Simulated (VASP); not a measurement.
Here is a VASP 6.6.1 calculation.

Contents of INCAR:

```
SYSTEM = Ti
  PREC = Accurate
  ENCUT = 520
  EDIFF = 1E-7
  ISMEAR = 1
  SIGMA = 0.05
  LREAL = .False.
  LASPH = .True.
  NELM = 150
  ALGO = Normal
  ISIF = 2
  LWAVE = .False.
  LCHARG = .False.
  LMAXMIX = 4
  LDAU = .True.
  LDAUTYPE = 2
  LDAUL = 2
  LDAUU = 6.2
  LDAUJ = 0
  LDAUPRINT = 1
  GGA = PE
  IVDW = 12
  NBANDS = 12
```

File KPOINTS:

```
regular mesh
0
Gamma
  11 11 11
  0 0 0
```

POSCAR

```
Ti
1.0
    0.0000000000      2.0163754284      2.0163754284
    2.0163754284      0.0000000000      2.0163754284
    2.0163754284      2.0163754284      0.0000000000
Ti
1
Direct
    0.0000000000      0.0000000000      0.0000000000
```

Potentials or basis: VASP PAW PBE potentials, release 64 (Ti_sv).

Run with:

```bash
$ cat potpaw_PBE.64/Ti_sv/POTCAR > POTCAR
$ mpirun -np 1 vasp_std > vasp.out
```

**Question.** Estimate the pressure.

**Answer.** 19.9 GPa.

**Question.** What does it give for the band gap on the k mesh?

**Answer.** Zero (band 6 reaches 10.72 eV, above the bottom of band 7 at 9.33 eV).

**Question.** What does it give for the dispersion energy per atom?

**Answer.** -0.639 eV.

Eigenvalues of the final occupation matrices:
```
    site  spin  trace               eigenvalues
site 1 d     1   0.84  0.11 0.11 0.21 0.21 0.21
site 1 d     2   0.84  0.11 0.11 0.21 0.21 0.21
```

Caveat: U without spin polarisation on a metal has little footing; pairwise dispersion overbinds metals, which lowers pressure and volume; the U is typed as a test and isn't derived for this compound.
